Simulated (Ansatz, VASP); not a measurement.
**One calculation of NaCl, two programs**

```
Na Cl
1.0
     3.50648    0.00000    0.00000
     0.00000    3.50648    0.00000
     0.00000    0.00000    3.50648
Na Cl
1 1
Direct
  0.00000 0.00000 0.00000
  0.50000 0.50000 0.50000
```

Alike in both runs: task single point; functional PBE; k mesh 6 × 6 × 6; no spin polarisation.

|  | VASP | Ansatz |
| --- | --- | --- |
| version | VASP 6.6.1 | Ansatz 0.2.0 |
| potentials or method | VASP PAW PBE potentials, release 64 (Na_pv, Cl) | plane waves, PAW |
| plane-wave cutoff (eV) | 520 | 420 |
| occupations | gaussian, width 0.01 eV | fixed |
| valence electrons in the cell | 14 | 16 |

|  | VASP | Ansatz | Ansatz less VASP |
| --- | --- | --- | --- |
| gap on the k mesh at the Fermi level (eV) | 3.97 | 3.97 | 0.000 |
| pressure (GPa) | 0.0 | 0.0 | +0.05 |

VASP's potentials hold 14 valence electrons a cell and Ansatz's 16, so a difference there can come from the potentials and not from the codes.
